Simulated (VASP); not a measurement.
# GaN (Fm-3m) in VASP: single point with LDA

Aim: the single point of GaN with LDA.

All numbers are computed with VASP 6.6.1; they aren't measurements. Logs are shortened: lines on timing, memory, paths and dates and some standing lists are left out, and cuts for length are marked.

## Step 1: The cell of the first run

The structure is cubic, space group Fm-3m (No. 225). The conventional cell has a = 4.104 Å, b = 4.104 Å, c = 4.104 Å, α = 90.00°, β = 90.00°, γ = 90.00°. Within 2.7 Å of Ga (site symmetry m-3m) lie 6 N at 2.05 Å. Within 2.7 Å of N (site symmetry m-3m) lie 6 Ga at 2.05 Å.

## Step 2: Single point, LDA (8.64 Å³/atom)

File INCAR:

```
SYSTEM = GaN
ALGO     = Normal         ! electronic algorithm
EDIFF    = 1E-6           ! SCF threshold, eV
ENCUT    = 1330           ! plane-wave cutoff, eV
GGA      = CA             ! functional
GGA_COMPAT= .FALSE.      
ISIF     = 2              ! what is computed and relaxed
ISMEAR   = 0              ! smearing method
LASPH    = .TRUE.         ! aspherical terms in the spheres
LCHARG   = .FALSE.        ! write CHGCAR
LREAL    = .FALSE.        ! projectors in reciprocal space
LWAVE    = .FALSE.        ! write WAVECAR
NBANDS   = 16             ! bands
NELM     = 120            ! most SCF steps
PREC     = Accurate       ! precision mode
SIGMA    = 0.03           ! smearing width, eV
```

File KPOINTS:

```
k-points
0
G
  12 12 12
  0 0 0
```

File POSCAR:

```
GaN
1.0
    0.0000000000      2.0521624233      2.0521624233
    2.0521624233      0.0000000000      2.0521624233
    2.0521624233      2.0521624233      0.0000000000
Ga N
1 1
Direct
    0.0000000000      0.0000000000      0.0000000000
    0.5000000000      0.5000000000      0.5000000000
```

Potentials or basis: VASP PAW LDA potentials, release 64 (Ga_d, N_h).

Launch:

```bash
> cat potpaw_LDA.64/Ga_d/POTCAR potpaw_LDA.64/N_h/POTCAR > POTCAR
> mpirun -np 1 vasp_std > vasp.out
```

OUTCAR:

```text
SYSTEM = GaN
   EDIFF = 1E-6
   ENCUT = 1330
   GGA = CA
   ISIF = 2
   ISMEAR = 0
   LASPH = .TRUE.
   LREAL = .FALSE.
   NELM = 120
   PREC = Accurate

 ion  position               nearest neighbor table
   1  0.000  0.000  0.000-   2 2.05   2 2.05   2 2.05   2 2.05   2 2.05   2 2.05
   2  0.500  0.500  0.500-   1 2.05   1 2.05   1 2.05   1 2.05   1 2.05   1 2.05

  LATTYP: Found a face centered cubic cell.
 ALAT       =     4.1043248466

  Lattice vectors:

 A1 = (   0.0000000000,   2.0521624233,   2.0521624233)
 A2 = (   2.0521624233,   0.0000000000,   2.0521624233)
 A3 = (   2.0521624233,   2.0521624233,   0.0000000000)

Analysis of symmetry for initial positions (statically):
=====================================================================
 Subroutine PRICEL returns:
 Original cell was already a primitive cell.

 Routine SETGRP: Setting up the symmetry group for a
 face centered cubic supercell.

 Subroutine GETGRP returns: Found 48 space group operations
 (whereof 48 operations were pure point group operations)
 out of a pool of 48 trial point group operations.

The static configuration has the point symmetry O_h .

Analysis of symmetry for dynamics (positions and initial velocities):
=====================================================================
 Subroutine PRICEL returns:
 Original cell was already a primitive cell.

 Routine SETGRP: Setting up the symmetry group for a
 face centered cubic supercell.

 Subroutine GETGRP returns: Found 48 space group operations
 (whereof 48 operations were pure point group operations)
 out of a pool of 48 trial point group operations.

The dynamic configuration has the point symmetry O_h .

 Subroutine INISYM returns: Found 48 space group operations
 (whereof 48 operations are pure point group operations),
 and found     1 'primitive' translations

----------------------------------------------------------------------------------------

                                     Primitive cell

  volume of cell :      17.2848

  direct lattice vectors                    reciprocal lattice vectors
     0.000000000  2.052162423  2.052162423    -0.243645432  0.243645432  0.243645432
     2.052162423  0.000000000  2.052162423     0.243645432 -0.243645432  0.243645432
     2.052162423  2.052162423  0.000000000     0.243645432  0.243645432 -0.243645432

  length of vectors
     2.902195931  2.902195931  2.902195931     0.422006267  0.422006267  0.422006267

  position of ions in fractional coordinates (direct lattice)
     0.000000000  0.000000000  0.000000000
     0.500000000  0.500000000  0.500000000

  ion indices of the primitive-cell ions
   primitive index   ion index
                 1           1
                 2           2

----------------------------------------------------------------------------------------

 KPOINTS: k-points

Automatic generation of k-mesh.
 Grid dimensions read from file:
 generate k-points for:   12   12   12

 Generating k-lattice:

  Cartesian coordinates                     Fractional coordinates (reciprocal lattice)
    -0.020303786  0.020303786  0.020303786     0.083333333  0.000000000  0.000000000
     0.020303786 -0.020303786  0.020303786     0.000000000  0.083333333  0.000000000
     0.020303786  0.020303786 -0.020303786     0.000000000  0.000000000  0.083333333

  Length of vectors
     0.035167189  0.035167189  0.035167189

  Shift w.r.t. Gamma in fractional coordinates (k-lattice)
     0.000000000  0.000000000  0.000000000

 Subroutine IBZKPT returns following result:
 ===========================================

 Found     72 irreducible k-points:

 Following reciprocal coordinates:
            Coordinates               Weight
  0.000000  0.000000  0.000000      1.000000
  0.083333  0.000000  0.000000      8.000000
  0.166667  0.000000  0.000000      8.000000
  0.250000  0.000000  0.000000      8.000000
  0.333333  0.000000  0.000000      8.000000
  0.416667  0.000000  0.000000      8.000000
[... 16 lines left out ...]
  0.500000  0.166667  0.000000     24.000000
 -0.416667  0.166667  0.000000     24.000000
 [... further k-points ...]
   k-points           NKPTS =     72   k-points in BZ     NKDIM =     72   number of bands    NBANDS=     16
   number of dos      NEDOS =    301   number of ions     NIONS =      2
   total plane-waves  NPLWV =  46656
   dimension x,y,z NGX =    36 NGY =   36 NGZ =   36
   dimension x,y,z NGXF=    72 NGYF=   72 NGZF=   72
   ions per type =               1   1
   NGX,Y,Z   is equivalent  to a cutoff of  20.62, 20.62, 20.62 a.u.
   NGXF,Y,Z  is equivalent  to a cutoff of  41.24, 41.24, 41.24 a.u.
 SYSTEM =  GaN
   PREC   = accura    normal or accurate (medium, high low for compatibility)
   ISTART =      0    job   : 0-new  1-cont  2-samecut
   ICHARG =      2    charge: 1-file 2-atom 10-const
   ISPIN  =      1    spin polarized calculation?
   LNONCOLLINEAR =      F non collinear calculations
   LSORBIT =      F    spin-orbit coupling
   LASPH  =      T    aspherical Exc in radial PAW
   ENCUT  = 1330.0 eV  97.75 Ry    9.89 a.u.   8.63  8.63  8.63*2*pi/ulx,y,z
   NELM   =    120;   NELMIN=  2; NELMDL= -5     # of ELM steps
   EDIFF  = 0.1E-05   stopping-criterion for ELM
   LREAL  =      F    real-space projection
   EDIFFG = 0.1E-04   stopping-criterion for IOM
   NSW    =      0    number of steps for IOM
   IBRION =     -1    ionic relax: 0-MD 1-quasi-New 2-CG
   NFREE  =      0    steps in history (QN), initial steepest desc. (CG)
   ISIF   =      2    stress and relaxation
   ISYM   =      2    0-nonsym 1-usesym 2-fastsym
   POTIM  = 0.5000    time-step for ionic-motion
   TEBEG  =    0.0;   TEEND  =   0.0 temperature during run
   PSTRESS=    0.0 pullay stress
   NELECT =      18.0000    total number of electrons
   NUPDOWN=      -1.0000    fix difference up-down
   EMIN   =  10.00;   EMAX   =-10.00  energy-range for DOS
   EFERMI =   0.00;   METHOD = LEGACY
   ISMEAR =     0;   SIGMA  =   0.03  broadening in eV -4-tet -1-fermi 0-gaus
   EFERMI_NEDOS =   21; number of points for ismear=-14 and -15
   IALGO  =     38    algorithm
   IMIX   =      4    mixing-type and parameters
     AMIX     =   0.40;   BMIX     =  1.00
     AMIX_MAG =   1.60;   BMIX_MAG =  1.00
  volume/ion in A,a.u.               =       8.64        58.32
  Fermi-wavevector in a.u.,A,eV,Ry     =   1.659373  3.135760 37.463883  2.753518
  Thomas-Fermi vector in A             =   2.746793
   LORBIT       =      0    0 simple, 1 ext, 2 COOP (PROOUT), +10 PAW based schemes
   GGA     = CA    functional components
   LHFCALC =     F    Hartree Fock is set to
   AEXX    =    0.0000 exact exchange contribution
   IVDW    =     0    specifies the selected vdW correction
   LEPSILON=     F    determine dielectric tensor
   LRPA    =     F    only Hartree local field effects (RPA)
 non-spin polarized calculation
 Gauss-broadening in eV      SIGMA  =   0.03
  energy-cutoff  :     1330.00
  volume of cell :       17.28
 maximum number of plane-waves:      1932
   NGX = 17   NGY = 17   NGZ = 17

 number of electron      18.0000002 magnetization

 Free energy of the ion-electron system (eV)
  ---------------------------------------------------
  ext. energy  EPLUGINS =         0.00000000
  ---------------------------------------------------
  free energy    TOTEN  =       -13.02919357 eV

  energy without entropy =      -13.02919357  energy(sigma->0) =      -13.02919357

 E-fermi :   9.4180     XC(G=0): -14.0116

 val. band max:        9.2544033690   @ k =  -0.1667   0.1667   0.0000
 cond. band min:      10.2471624383   @ k =   0.5000   0.5000   0.0000
 fundamental gap:      0.9927590693
 Fermi energy:         9.4180089974

 k-point     1 :       0.0000    0.0000    0.0000
  band No.  band energies     occupation
      1      -8.8785      2.00000
      2      -4.8397      2.00000
      3      -4.8397      2.00000
      4      -4.8397      2.00000
      5      -4.7165      2.00000
      6      -4.7165      2.00000
[... 8 lines left out ...]
     15      26.0773      0.00000
     16      26.0773      0.00000

 k-point     2 :       0.0833    0.0000    0.0000
  band No.  band energies     occupation
      1      -8.7285      2.00000
      2      -4.8480      2.00000
      3      -4.8303      2.00000
      4      -4.8303      2.00000
      5      -4.7299      2.00000
      6      -4.7299      2.00000
[... 8 lines left out ...]
     15      25.9081      0.00000
     16      25.9081      0.00000

 k-point     3 :       0.1667    0.0000    0.0000
  band No.  band energies     occupation
      1      -8.2872      2.00000
      2      -4.8709      2.00000
      3      -4.8396      2.00000
      4      -4.8396      2.00000
      5      -4.7305      2.00000
      6      -4.7305      2.00000
[... 8 lines left out ...]
     15      26.4990      0.00000
     16      26.4990      0.00000

 k-point     4 :       0.2500    0.0000    0.0000
  band No.  band energies     occupation
      1      -7.5865      2.00000
      2      -4.9046      2.00000
      3      -4.9046      2.00000
      4      -4.9038      2.00000
      5      -4.6778      2.00000
      6      -4.6778      2.00000
[... 8 lines left out ...]
     15      27.8143      0.00000
     16      27.8143      0.00000
[... 324 lines left out ...]
 k-point    22 :       0.4167    0.1667    0.0000
  band No.  band energies     occupation
      1      -6.4928      2.00000
      2      -5.0044      2.00000
      3      -4.8798      2.00000
      4      -4.8214      2.00000
      5      -4.5449      2.00000
      6      -4.2099      2.00000
[... 8 lines left out ...]
     15      31.1119      0.00000
     16      33.5978      0.00000

 k-point    23 :       0.5000    0.1667    0.0000
  band No.  band energies     occupation
      1      -6.1150      2.00000
      2      -5.0437      2.00000
      3      -4.9402      2.00000
      4      -4.7798      2.00000
      5      -4.5345      2.00000
      6      -3.7721      2.00000
[... 8 lines left out ...]
     15      31.1827      0.00000
     16      33.7120      0.00000

 k-point    24 :      -0.4167    0.1667    0.0000
  band No.  band energies     occupation
      1      -5.9944      2.00000
      2      -5.0644      2.00000
      3      -4.9773      2.00000
      4      -4.7806      2.00000
      5      -4.5603      2.00000
      6      -3.6956      2.00000
[... 8 lines left out ...]
     15      30.9389      0.00000
     16      31.4094      0.00000

 [... further k-points ...]

------------------------ aborting loop because EDIFF is reached ----------------------------------------

  FORCE on cell =-STRESS in cart. coord.  units (eV):
  Direction    XX          YY          ZZ          XY          YZ          ZX
  --------------------------------------------------------------------------------------
  -------------------------------------------------------------------------------------
  Total        1.8776146      1.8776146      1.8776146     -0.0000000     -0.0000000      0.0000000
  in kB      174.0411155    174.0411155    174.0411155     -0.0000000     -0.0000000      0.0000000
  external PRESSURE =     174.0411155 kB  Pullay stress =       0.0000000 kB

 VOLUME and BASIS-vectors are now :
 -----------------------------------------------------------------------------
  energy-cutoff  :     1330.00
  volume of cell :       17.28
      direct lattice vectors                 reciprocal lattice vectors
     0.000000000  2.052162423  2.052162423    -0.243645432  0.243645432  0.243645432
     2.052162423  0.000000000  2.052162423     0.243645432 -0.243645432  0.243645432
     2.052162423  2.052162423  0.000000000     0.243645432  0.243645432 -0.243645432

 POSITION                                       TOTAL-FORCE (eV/Angst)
 -----------------------------------------------------------------------------------
      0.00000      0.00000      0.00000         0.000000     -0.000000      0.000000
      2.05216      2.05216      2.05216        -0.000000      0.000000     -0.000000
 -----------------------------------------------------------------------------------
    total drift:                                0.000000      0.000000      0.000000

  FREE ENERGIE OF THE ION-ELECTRON SYSTEM (eV)
  ---------------------------------------------------
  free  energy   TOTEN  =       -13.0291935684 eV

  energy  without entropy=      -13.0291935684  energy(sigma->0) =      -13.02919357
```

It took 53 s on 1 thread of Intel Xeon Platinum 8259CL at 2.50GHz (Skylake/Cascade Lake), shared host; peak memory 0.24 GiB.

Results:

```
Free energy            : -13.0292 eV
Pressure               : 17.4 GPa
Band gap on the k mesh : 0.99 eV (least direct gap 4.01 eV)
```

Levels at points of the mesh, in eV from the valence-band top:
```
           k point  band 5  band 6  band 7  band 8  band 9  band 10  band 11  band 12  band 13  band 14
(0.00, 0.00, 0.00)  -13.97  -13.97   -0.64   -0.64   -0.64     3.37    15.18    15.18    15.18    16.28
(0.50, 0.00, 0.00)  -13.80  -13.80   -8.80   -0.16   -0.16     5.05     9.41     9.41    10.43    17.09
(0.50, 0.50, 0.00)  -13.73  -10.66   -7.90   -3.42   -3.42     0.99     7.86    12.67    15.44    15.44
```

Caveat: the cell stands under pressure.
